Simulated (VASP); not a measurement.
Input of a VASP 6.6.1 run:

INCAR

```
PREC     = Accurate       # precision mode
ENCUT    = 520            # plane-wave cutoff, eV
EDIFF    = 1E-7           # SCF threshold, eV
ISMEAR   = 1              # smearing method
SIGMA    = 0.05           # smearing width, eV
LREAL    = F              # projectors in reciprocal space
LASPH    = T              # aspherical terms in the spheres
NELM     = 60             # most SCF steps
ALGO     = Normal         # electronic algorithm
ISIF     = 2              # what is computed and relaxed
LWAVE    = F              # write WAVECAR
LCHARG   = F              # write CHGCAR
GGA      = CA             # functional
NBANDS   = 17             # bands
```

The input KPOINTS:

```
Automatic mesh
0
Gamma
  9 9 5
```

The input POSCAR:

```
Hf
1.0
    3.1150401073      0.0000000000      0.0000000000
   -1.5575200536      2.6977038667      0.0000000000
    0.0000000000      0.0000000000      4.9525396581
Hf
2
Direct
    0.3333333333      0.6666666667      0.2500000000
    0.6666666667      0.3333333333      0.7500000000
```

Potentials or basis: VASP PAW LDA potentials, release 64 (Hf_pv).

Launch:

```bash
$ cat potpaw_LDA.64/Hf_pv/POTCAR > POTCAR
$ mpirun -np 1 vasp_std > vasp.out
```

Question: Predict the band gap on the k mesh.

Answer: Zero (band 10 reaches 6.45 eV, above the bottom of band 11 at 4.99 eV).

Question: Estimate the pressure.

Answer: 0.1 GPa.

Caveat: spin-orbit coupling is left out, which moves the levels of the heavy elements.
